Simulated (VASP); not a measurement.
# CaH8 (Fm-3m) in VASP: a series of runs

Runs on CaH8. Level: PBE. Tasks: relaxation of cell and atoms, single point.

Program: VASP 6.6.1. These are calculated values, not measurements. Logs are shortened: lines on timing, memory, paths and dates and some standing lists are left out, and cuts for length are marked.

## Step 1: The cell of the first run

Symmetry: Fm-3m, No. 225, cubic system. Conventional cell: a = 6.535 Å, b = 6.535 Å, c = 6.535 Å, α = 90.00°, β = 90.00°, γ = 90.00°. Ca (site symmetry m-3m) has 8 H at 1.86 Å within 2.5 Å. H (site symmetry 3m) has 6 H at 1.59 to 2.14 Å and 1 Ca at 1.86 Å within 2.2 Å.

The cell was generated, and may not be a known phase.

## Step 2: Relaxation of cell and atoms, PBE

Input file INCAR:

```
  PREC = Accurate
  ENCUT = 600
  EDIFF = 1E-7
  ISMEAR = 0
  SIGMA = 0.1
  LREAL = False
  LASPH = True
  NELM = 100
  ALGO = Normal
  ISIF = 3
  LWAVE = False
  LCHARG = False
  GGA = PE
  IBRION = 2
  NSW = 90
  EDIFFG = -0.04
```

Input file KPOINTS:

```
Automatic mesh
0
Gamma
  4 4 4
```

Input file POSCAR:

```
CaH8
1.0
    0.0000000000      3.2674512400      3.2674512400
    3.2674512400      0.0000000000      3.2674512400
    3.2674512400      3.2674512400      0.0000000000
Ca H
1 8
Direct
    0.5000000000      0.5000000000      0.5000000000
    0.6640921800      0.6640921800      0.6640921800
    0.6640921800      0.6640921800      0.0077234500
    0.6640921800      0.0077234500      0.6640921800
    0.0077234500      0.6640921800      0.6640921800
    0.3359078200      0.3359078200      0.9922765500
    0.3359078200      0.3359078200      0.3359078200
    0.3359078200      0.9922765500      0.3359078200
    0.9922765500      0.3359078200      0.3359078200
```

Potentials or basis: VASP PAW PBE potentials, release 64 (Ca_sv, H).

The run is started by

```bash
cat potpaw_PBE.64/Ca_sv/POTCAR potpaw_PBE.64/H/POTCAR > POTCAR
mpirun -np 1 vasp_std > vasp.out
```

OUTCAR:

```text
PREC = Accurate
   ENCUT = 600
   EDIFF = 1E-7
   ISMEAR = 0
   LREAL = False
   LASPH = True
   NELM = 100
   ISIF = 3
   GGA = PE
   IBRION = 2
   NSW = 90
   EDIFFG = -0.04

 ion  position               nearest neighbor table
   1  0.500  0.500  0.500-   2 1.86   7 1.86   6 1.86   3 1.86   4 1.86   5 1.86   8 1.86   9 1.86

   2  0.664  0.664  0.664-   1 1.86
   3  0.664  0.664  0.008-   1 1.86
   4  0.664  0.008  0.664-   1 1.86
   5  0.008  0.664  0.664-   1 1.86
   6  0.336  0.336  0.992-   1 1.86
   7  0.336  0.336  0.336-   1 1.86
   8  0.336  0.992  0.336-   1 1.86
   9  0.992  0.336  0.336-   1 1.86

  LATTYP: Found a face centered cubic cell.
 ALAT       =     6.5349024800

  Lattice vectors:

 A1 = (   0.0000000000,   3.2674512400,   3.2674512400)
 A2 = (   3.2674512400,   0.0000000000,   3.2674512400)
 A3 = (   3.2674512400,   3.2674512400,   0.0000000000)

Analysis of symmetry for initial positions (statically):
=====================================================================
 Subroutine PRICEL returns:
 Original cell was already a primitive cell.

 Routine SETGRP: Setting up the symmetry group for a
 face centered cubic supercell.

 Subroutine GETGRP returns: Found 48 space group operations
 (whereof 48 operations were pure point group operations)
 out of a pool of 48 trial point group operations.

The static configuration has the point symmetry O_h .

Analysis of symmetry for dynamics (positions and initial velocities):
=====================================================================
 Subroutine PRICEL returns:
 Original cell was already a primitive cell.

 Routine SETGRP: Setting up the symmetry group for a
 face centered cubic supercell.

 Subroutine GETGRP returns: Found 48 space group operations
 (whereof 48 operations were pure point group operations)
 out of a pool of 48 trial point group operations.

The dynamic configuration has the point symmetry O_h .

 Subroutine INISYM returns: Found 48 space group operations
 (whereof 48 operations are pure point group operations),
 and found     1 'primitive' translations

----------------------------------------------------------------------------------------

                                     Primitive cell

  volume of cell :      69.7682

  direct lattice vectors                    reciprocal lattice vectors
     0.000000000  3.267451240  3.267451240    -0.153024472  0.153024472  0.153024472
     3.267451240  0.000000000  3.267451240     0.153024472 -0.153024472  0.153024472
     3.267451240  3.267451240  0.000000000     0.153024472  0.153024472 -0.153024472

  length of vectors
     4.620873858  4.620873858  4.620873858     0.265046160  0.265046160  0.265046160

  position of ions in fractional coordinates (direct lattice)
     0.500000000  0.500000000  0.500000000
     0.664092180  0.664092180  0.664092180
     0.664092180  0.664092180  0.007723450
     0.664092180  0.007723450  0.664092180
     0.007723450  0.664092180  0.664092180
     0.335907820  0.335907820  0.992276550
     0.335907820  0.335907820  0.335907820
     0.335907820  0.992276550  0.335907820
     0.992276550  0.335907820  0.335907820

  ion indices of the primitive-cell ions
   primitive index   ion index
                 1           1
                 2           2
                 3           3
                 4           4
                 5           5
                 6           6
                 7           7
                 8           8
                 9           9

----------------------------------------------------------------------------------------

 KPOINTS: Automatic mesh

Automatic generation of k-mesh.
 Grid dimensions read from file:
 generate k-points for:    4    4    4

 Generating k-lattice:

  Cartesian coordinates                     Fractional coordinates (reciprocal lattice)
    -0.038256118  0.038256118  0.038256118     0.250000000  0.000000000  0.000000000
     0.038256118 -0.038256118  0.038256118     0.000000000  0.250000000  0.000000000
     0.038256118  0.038256118 -0.038256118     0.000000000  0.000000000  0.250000000

  Length of vectors
     0.066261540  0.066261540  0.066261540

  Shift w.r.t. Gamma in fractional coordinates (k-lattice)
     0.000000000  0.000000000  0.000000000

 Subroutine IBZKPT returns following result:
 ===========================================

 Found      8 irreducible k-points:

 Following reciprocal coordinates:
            Coordinates               Weight
  0.000000  0.000000  0.000000      1.000000
  0.250000  0.000000  0.000000      8.000000
  0.500000  0.000000  0.000000      4.000000
  0.250000  0.250000  0.000000      6.000000
  0.500000  0.250000  0.000000     24.000000
 -0.250000  0.250000  0.000000     12.000000
  0.500000  0.500000  0.000000      3.000000
 -0.250000  0.500000  0.250000      6.000000
   k-points           NKPTS =      8   k-points in BZ     NKDIM =      8   number of bands    NBANDS=     14
   number of dos      NEDOS =    301   number of ions     NIONS =      9
   total plane-waves  NPLWV =  64000
   dimension x,y,z NGX =    40 NGY =   40 NGZ =   40
   dimension x,y,z NGXF=    80 NGYF=   80 NGZF=   80
   ions per type =               1   8
   NGX,Y,Z   is equivalent  to a cutoff of  14.39, 14.39, 14.39 a.u.
   NGXF,Y,Z  is equivalent  to a cutoff of  28.78, 28.78, 28.78 a.u.
 SYSTEM =  unknown system
   PREC   = accura    normal or accurate (medium, high low for compatibility)
   ISTART =      0    job   : 0-new  1-cont  2-samecut
   ICHARG =      2    charge: 1-file 2-atom 10-const
   ISPIN  =      1    spin polarized calculation?
   LNONCOLLINEAR =      F non collinear calculations
   LSORBIT =      F    spin-orbit coupling
   LASPH  =      T    aspherical Exc in radial PAW
   ENCUT  =  600.0 eV  44.10 Ry    6.64 a.u.   9.23  9.23  9.23*2*pi/ulx,y,z
   NELM   =    100;   NELMIN=  2; NELMDL= -5     # of ELM steps
   EDIFF  = 0.1E-06   stopping-criterion for ELM
   LREAL  =      F    real-space projection
   EDIFFG = -.4E-01   stopping-criterion for IOM
   NSW    =     90    number of steps for IOM
   IBRION =      2    ionic relax: 0-MD 1-quasi-New 2-CG
   NFREE  =      1    steps in history (QN), initial steepest desc. (CG)
   ISIF   =      3    stress and relaxation
   ISYM   =      2    0-nonsym 1-usesym 2-fastsym
   POTIM  = 0.5000    time-step for ionic-motion
   TEBEG  =    0.0;   TEEND  =   0.0 temperature during run
   PSTRESS=    0.0 pullay stress
   NELECT =      18.0000    total number of electrons
   NUPDOWN=      -1.0000    fix difference up-down
   EMIN   =  10.00;   EMAX   =-10.00  energy-range for DOS
   EFERMI =   0.00;   METHOD = LEGACY
   ISMEAR =     0;   SIGMA  =   0.10  broadening in eV -4-tet -1-fermi 0-gaus
   EFERMI_NEDOS =   21; number of points for ismear=-14 and -15
   IALGO  =     38    algorithm
   IMIX   =      4    mixing-type and parameters
     AMIX     =   0.40;   BMIX     =  1.00
     AMIX_MAG =   1.60;   BMIX_MAG =  1.00
  volume/ion in A,a.u.               =       7.75        52.31
  Fermi-wavevector in a.u.,A,eV,Ry     =   1.042189  1.969452 14.778080  1.086158
  Thomas-Fermi vector in A             =   2.176843
   LORBIT       =      0    0 simple, 1 ext, 2 COOP (PROOUT), +10 PAW based schemes
   GGA     = PE    functional components
   LHFCALC =     F    Hartree Fock is set to
   AEXX    =    0.0000 exact exchange contribution
   IVDW    =     0    specifies the selected vdW correction
   LEPSILON=     F    determine dielectric tensor
   LRPA    =     F    only Hartree local field effects (RPA)
 conjugate gradient relaxation of ions
 non-spin polarized calculation
 Gauss-broadening in eV      SIGMA  =   0.10
  energy-cutoff  :      600.00
  volume of cell :       69.77
 maximum number of plane-waves:      2346
 NGX is ok and might be reduce to    40
   NGX = 19   NGY = 19   NGZ = 19

--------------------------------------- Ionic step        1  -------------------------------------------

 number of electron      18.0000000 magnetization

 Free energy of the ion-electron system (eV)
  ---------------------------------------------------
  ext. energy  EPLUGINS =         0.00000000
  ---------------------------------------------------
  free energy    TOTEN  =       -15.83272752 eV

  energy without entropy =      -15.82149920  energy(sigma->0) =      -15.82711336

------------------------ aborting loop because EDIFF is reached ----------------------------------------

  FORCE on cell =-STRESS in cart. coord.  units (eV):
  Direction    XX          YY          ZZ          XY          YZ          ZX
  --------------------------------------------------------------------------------------
  -------------------------------------------------------------------------------------
  Total        5.2266525      5.2266525      5.2266525     -0.0000000     -0.0000000      0.0000000
  in kB      120.0264230    120.0264230    120.0264230     -0.0000000     -0.0000000      0.0000000
  external PRESSURE =     120.0264230 kB  Pullay stress =       0.0000000 kB
[... 243 lines left out ...]
  energy  without entropy=      -17.7762325363  energy(sigma->0) =      -17.78545598

--------------------------------------- Ionic step        7  -------------------------------------------

 number of electron      17.9999995 magnetization

 Free energy of the ion-electron system (eV)
  ---------------------------------------------------
  ext. energy  EPLUGINS =         0.00000000
  ---------------------------------------------------
  free energy    TOTEN  =       -17.80536022 eV

  energy without entropy =      -17.78504454  energy(sigma->0) =      -17.79520238

 E-fermi :  -0.6915     XC(G=0):  -7.6663

 val. band max:       -0.8099850353   @ k =  -0.2500   0.2500   0.0000
 cond. band min:      -0.6526447943   @ k =  -0.2500   0.5000   0.2500
 fundamental gap:      0.1573402410
 Fermi energy:        -0.6915071520

 k-point     1 :       0.0000    0.0000    0.0000
  band No.  band energies     occupation
      1     -40.3676      2.00000
      2     -21.4549      2.00000
      3     -21.4549      2.00000
      4     -21.4549      2.00000
      5     -10.0420      2.00000
      6      -7.8923      2.00000
      7      -1.6229      2.00000
      8      -1.6229      2.00000
      9      -1.6229      2.00000
     10       0.6514      0.00000
     11       0.6514      0.00000
     12       0.6514      0.00000
     13       3.6133      0.00000
     14       3.6133      0.00000
[... 153 lines left out ...]
  FREE ENERGIE OF THE ION-ELECTRON SYSTEM (eV)
  ---------------------------------------------------
  free  energy   TOTEN  =       -17.8053602203 eV

  energy  without entropy=      -17.7850445350  energy(sigma->0) =      -17.79520238

 reached required accuracy - stopping structural energy minimisation
```

Wall time 4 min (1 thread of Intel Xeon 8259CL, shared host); peak memory 0.24 GiB.

Results:

| Item | Value |
| --- | --- |
| Free energy | -17.8054 eV |
| Relaxed volume | 9.83 Å³/atom |
| Relaxed cell | a = 5.002 Å, b = 5.002 Å, c = 5.002 Å, α = 60.00°, β = 60.00°, γ = 60.00° |
| Space group after relaxing (to 0.1 Å) | Fm-3m (No. 225) |
| Energy gained by relaxing | 219.2 meV/atom |
| Ionic steps | 7 |
| Pressure after relaxing | 0.1 GPa |
| Largest force after relaxing | 0.036 eV/Å |
| Band gap on the k mesh | zero (filled and empty bands touch) |

Forces in eV/Å, atoms in the order of the input:
```
Ca   0.000  0.000  0.000
H    0.021  0.021  0.021
H   -0.021 -0.021  0.021
H   -0.021  0.021 -0.021
H    0.021 -0.021 -0.021
H    0.021  0.021 -0.021
H   -0.021 -0.021 -0.021
H    0.021 -0.021  0.021
H   -0.021  0.021  0.021
```

Step by step:
| step | energy change (eV) | largest force (eV/Å) | pressure (GPa) | volume (Å³) |
| --- | --- | --- | --- | --- |
| 1 | 0.0000 | 1.8577 | 12.00 | 69.77 |
| 2 | -1.3748 | 0.9992 | 5.84 | 75.80 |
| 3 | -1.9166 | 0.1451 | 2.34 | 81.85 |
| 4 | -1.9435 | 0.0921 | 1.77 | 83.56 |
| 5 | -1.9431 | 0.1327 | 1.69 | 83.86 |
| 6 | -1.9620 | 0.0648 | 1.04 | 85.56 |
| 7 | -1.9726 | 0.0356 | 0.06 | 88.47 |

Final structure:
```xyz
9
Lattice="0.0000 3.5366 3.5366 3.5366 0.0000 3.5366 3.5366 3.5366 0.0000" Properties=species:S:1:pos:R:3 pbc="T T T"
Ca    3.5366    3.5366    3.5366
H     4.8128    4.8128    4.8128
H     5.7971    5.7971    4.8128
H     5.7971    4.8128    5.7971
H     4.8128    5.7971    5.7971
H     1.2762    1.2762    2.2605
H     2.2605    2.2605    2.2605
H     1.2762    2.2605    1.2762
H     2.2605    1.2762    1.2762
```

Caveat: the k points lie up to 0.38 Å⁻¹ apart in the final cell; the volume moved by over 15 % at a fixed basis, so the end points are rough.

## Step 3: Single point, PBE

This run uses another cell than the first one, of 9.91 Å³/atom.

Input file INCAR:

```
SYSTEM = CaH8
  PREC = Accurate
  ENCUT = 520
  EDIFF = 1E-6
  ISMEAR = 0
  SIGMA = 0.1
  LREAL = .False.
  LASPH = .True.
  NELM = 100
  ALGO = Normal
  ISIF = 2
  LWAVE = .False.
  LCHARG = .True.
  GGA = PE
  LELF = .True.
  LVHAR = .True.
  NBANDS = 19
```

Input file KPOINTS:

```
Automatic mesh
0
Gamma
  10 10 10
  0 0 0
```

Input file POSCAR:

```
CaH8
1.0
    0.0000000000      3.5465285356      3.5465285356
    3.5465285356      0.0000000000      3.5465285356
    3.5465285356      3.5465285356      0.0000000000
Ca H
1 8
Direct
    0.5000000000      0.5000000000      0.5000000000
    0.6809047133      0.6809047133      0.6809047133
    0.6809047133      0.6809047133      0.9572858600
    0.6809047133      0.9572858600      0.6809047133
    0.9572858600      0.6809047133      0.6809047133
    0.3190952867      0.3190952867      0.0427141400
    0.3190952867      0.3190952867      0.3190952867
    0.3190952867      0.0427141400      0.3190952867
    0.0427141400      0.3190952867      0.3190952867
```

Potentials or basis: VASP PAW PBE potentials, release 64 (Ca_sv, H).

The run is started by

```bash
cat potpaw_PBE.64/Ca_sv/POTCAR potpaw_PBE.64/H/POTCAR > POTCAR
mpirun -np 1 vasp_std > vasp.out
```

Run time: 3 min. Hardware: 1 thread of Intel Xeon 8259CL, shared host; peak memory 0.28 GiB.

Results (log left out):

```
Free energy            : -17.8485 eV
Pressure               : 0.0 GPa
Band gap on the k mesh : 0.06 eV
```

Levels at points of the mesh, in eV from the valence-band top:
```csv
k point,band 5,band 6,band 7,band 8,band 9,band 10,band 11,band 12,band 13,band 14
"(0.00, 0.00, 0.00)",-9.38,-7.29,-0.92,-0.92,-0.92,1.33,1.33,1.33,4.27,4.27
"(0.50, 0.00, 0.00)",-8.45,-8.22,-1.06,-0.24,-0.24,0.21,0.21,0.68,4.34,4.34
"(0.50, 0.50, 0.00)",-8.44,-8.02,-2.45,-0.81,-0.81,0.93,0.93,2.94,3.23,4.95
```

Caveat: the smearing spreads over this small gap.

## Step 4: Relaxation of cell and atoms, PBE

This run uses another cell than the first one, of 9.87 Å³/atom.

Input file INCAR:

```
SYSTEM = CaH8
PREC = Accurate
ENCUT = 600
EDIFF = 1E-6
ISMEAR = 0
SIGMA = 0.1
LREAL = .FALSE.
LASPH = .TRUE.
NELM = 80
ALGO = Normal
ISIF = 3
LWAVE = .FALSE.
LCHARG = .FALSE.
GGA = PE
IBRION = 2
NSW = 100
EDIFFG = -0.01
```

Input file KPOINTS:

```
Automatic mesh
0
G
  10 10 10
  0 0 0
```

Input file POSCAR:

```
CaH8
1.0
    0.0000000000      3.5410858019      3.5410858019
    3.5410858019      0.0000000000      3.5410858019
    3.5410858019      3.5410858019      0.0000000000
Ca H
1 8
Direct
    0.5000000000      0.5000000000      0.5000000000
    0.6807780636      0.6807780636      0.6807780636
    0.6807780636      0.6807780636      0.9576658091
    0.6807780636      0.9576658091      0.6807780636
    0.9576658091      0.6807780636      0.6807780636
    0.3192219364      0.3192219364      0.0423341909
    0.3192219364      0.3192219364      0.3192219364
    0.3192219364      0.0423341909      0.3192219364
    0.0423341909      0.3192219364      0.3192219364
```

The run is started by

```bash
cat potpaw_PBE.64/Ca_sv/POTCAR potpaw_PBE.64/H/POTCAR > POTCAR
mpirun -np 1 vasp_std > vasp.out
```

It took 3.6 min on 1 thread of Intel Xeon 8259CL, shared host; peak memory 0.29 GiB.

It converged, with:

* Free energy: -17.8500 eV
* Relaxed volume: 9.88 Å³/atom
* Relaxed cell: a = 5.010 Å, b = 5.010 Å, c = 5.010 Å, α = 60.00°, β = 60.00°, γ = 60.00°
* Space group after relaxing (to 0.1 Å): Fm-3m (No. 225)
* Energy gained by relaxing: 0.0 meV/atom
* Ionic steps: 2
* Pressure after relaxing: 0.1 GPa
* Largest force after relaxing: 0.009 eV/Å
* Band gap on the k mesh: 0.06 eV

Forces in eV/Å, atoms in the order of the input:
```
Ca   0.000  0.000  0.000
H    0.005  0.005  0.005
H   -0.005 -0.005  0.005
H   -0.005  0.005 -0.005
H    0.005 -0.005 -0.005
H    0.005  0.005 -0.005
H   -0.005 -0.005 -0.005
H    0.005 -0.005  0.005
H   -0.005  0.005  0.005
```

The path:
| step | energy change (eV) | largest force (eV/Å) | pressure (GPa) | volume (Å³) |
| --- | --- | --- | --- | --- |
| 1 | 0.0000 | 0.0152 | 0.17 | 88.81 |
| 2 | -0.0002 | 0.0092 | 0.14 | 88.94 |

Final structure:
```xyz
9
Lattice="0.0000 3.5429 3.5429 3.5429 0.0000 3.5429 3.5429 3.5429 0.0000" Properties=species:S:1:pos:R:3 pbc="T T T"
Ca    3.5429    3.5429    3.5429
H     4.8242    4.8242    4.8242
H     5.8044    5.8044    4.8242
H     5.8044    4.8242    5.8044
H     4.8242    5.8044    5.8044
H     1.2814    1.2814    2.2615
H     2.2615    2.2615    2.2615
H     1.2814    2.2615    1.2814
H     2.2615    1.2814    1.2814
```

Levels at points of the mesh, in eV from the valence-band top:
```tsv
k point	band 5	band 6	band 7	band 8	band 9	band 10	band 11	band 12	band 13	band 14
(0.00, 0.00, 0.00)	-9.39	-7.28	-0.92	-0.92	-0.92	1.34	1.34	1.34	4.27	4.27
(0.50, 0.00, 0.00)	-8.46	-8.22	-1.06	-0.25	-0.25	0.21	0.21	0.69	4.34	4.34
(0.50, 0.50, 0.00)	-8.44	-8.02	-2.46	-0.81	-0.81	0.93	0.93	2.95	3.23	4.96
```

Caveat: the smearing spreads over this small gap.

## Step 5: The runs side by side

```csv
task,cell,k mesh,cutoff (eV),gap on the mesh (eV),pressure (GPa),relaxed volume (Å³/atom),largest force (eV/Å)
relaxation of cell and atoms,"relaxed from a = 4.621 Å, angles 60.0°, 9 atoms, atomic positions A",4 × 4 × 4,600,none,0.1,9.83,0.04
single point,"a = 5.016 Å, angles 60.0°, 9 atoms, atomic positions B",10 × 10 × 10,520,0.06,0.0,-,-
relaxation of cell and atoms,"relaxed from a = 5.008 Å, angles 60.0°, 9 atoms, atomic positions C",10 × 10 × 10,600,0.06,0.1,9.88,0.01
```

Alike in all rows: level PBE; potentials or basis VASP PAW PBE potentials, release 64 (Ca_sv, H); no spin polarisation; smearing gaussian 0.1 eV.

Caveats: some runs use coarse meshes; the smearing spreads over this small gap (at least some runs); the volume moved by over 15 % at a fixed basis, so the end points are rough (at least some runs).

Total energies depend on the potentials used, so only differences within one code and one set of settings carry meaning.

The gap in the log of VASP goes by the Fermi energy; the results here count the filled bands.